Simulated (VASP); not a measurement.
Write the native input for VASP 6.6.1 that does the following.

* Task: single point
* Functional: r2SCAN
* Potentials or basis: VASP PAW PBE potentials, release 64 (Hf_pv)
* Cutoff: 520 eV
* k mesh: 10 × 10 × 5
* Occupations: fermi-dirac, width 0.05 eV
* Spin: no spin polarisation
* Dipole correction: no
* Further INCAR settings: ALGO = Normal; EDIFF = 1e-06; NBANDS = 17

Crystal: Hf.

```xyz
2
Lattice="3.2179 0.0000 0.0000 -1.6089 2.7868 0.0000 0.0000 0.0000 5.0913" Properties=species:S:1:pos:R:3 pbc="T T T"
Hf    1.6089    0.9289    3.8185
Hf    0.0000    1.8578    1.2728
```

One way to write it, as run:

POSCAR

```
Hf
1.0
    3.2178708157      0.0000000000      0.0000000000
   -1.6089354078      2.7867578725      0.0000000000
    0.0000000000      0.0000000000      5.0912963404
Hf
2
Direct
    0.6666666667      0.3333333333      0.7500000000
    0.3333333333      0.6666666667      0.2500000000
```

INCAR.step1

```
SYSTEM = Hf
  ALGO = Normal
  EDIFF = 1E-4
  ENCUT = 520
  GGA = PE
  ISMEAR = -1
  LASPH = .True.
  LCHARG = .False.
  LREAL = .False.
  LWAVE = .True.
  NBANDS = 17
  NELM = 80
  PREC = Accurate
  SIGMA = 0.05
```

INCAR.step2

```
SYSTEM = Hf
  ALGO = Normal
  EDIFF = 1E-6
  ENCUT = 520
  ISIF = 2
  ISMEAR = -1
  ISTART = 1
  LASPH = .True.
  LCHARG = .False.
  LMIXTAU = .True.
  LREAL = .False.
  LWAVE = .False.
  METAGGA = R2SCAN
  NBANDS = 17
  NELM = 80
  PREC = Accurate
  SIGMA = 0.05
```

KPOINTS

```
k-points
0
Gamma
  10 10 5
  0 0 0
```

Potentials or basis: VASP PAW PBE potentials, release 64 (Hf_pv).

Command:

```bash
$ cat potpaw_PBE.64/Hf_pv/POTCAR > POTCAR
$ cp INCAR.step1 INCAR
$ mpirun -np 1 vasp_std > vasp.out
$ cp INCAR.step2 INCAR
$ mpirun -np 1 vasp_std > vasp.out
```

It gave:

```yaml
Pressure: -2.8 GPa
Band_gap_on_the_k_mesh: zero (band 10 reaches 6.02 eV, above the bottom of band 11 at 4.26 eV)
```

Caveat: the PAW data sets were made with another functional, which shifts forces and pressure a little; spin-orbit coupling is left out, which moves the levels of the heavy elements.

Run time: 59 s on 1 thread of AMD EPYC 9R45 96-Core Processor (Zen 5), on a shared host, peak memory 0.15 GiB.
